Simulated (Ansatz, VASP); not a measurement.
# MoS2: VASP beside Ansatz

```
Mo S
1.0
     3.29427    0.00000    0.00000
    -1.64713    2.85292    0.00000
     0.00000    0.00000   12.25566
Mo S
2 4
Direct
  0.33333 0.66667 0.25000
  0.66667 0.33333 0.75000
  0.33333 0.66667 0.62599
  0.66667 0.33333 0.12599
  0.33333 0.66667 0.87401
  0.66667 0.33333 0.37401
```

Alike in both runs: task single point; functional PBEsol; k mesh 12 × 12 × 4; no spin polarisation.

|  | VASP | Ansatz |
| --- | --- | --- |
| version | VASP 6.6.1 | Ansatz 0.2.0 |
| potentials or method | VASP PAW PBE potentials, release 64 (Mo_sv, S), cutoff 520 eV | scalar-relativistic, plane waves, PAW |
| occupations | methfessel-paxton of order 1, width 0.2 eV | cold, width 0.2 eV |
| valence electrons in the cell | 52 | 52 |

Ansatz gave:

```
pressure (GPa)                                                : -8.4
traceless stress, the component that is largest in VASP (GPa) : 7.01
rms of the force components (eV/Å)                            : 0.089
```

Which values does VASP return?

Pressure (GPa): -8.4; traceless stress, the component that is largest in VASP (GPa): 7.03; rms of the force components (eV/Å): 0.087.

VASP's potentials were made for PBE, not for PBEsol. Atom by atom the forces differ by 0.002 eV/Å (rms over components).
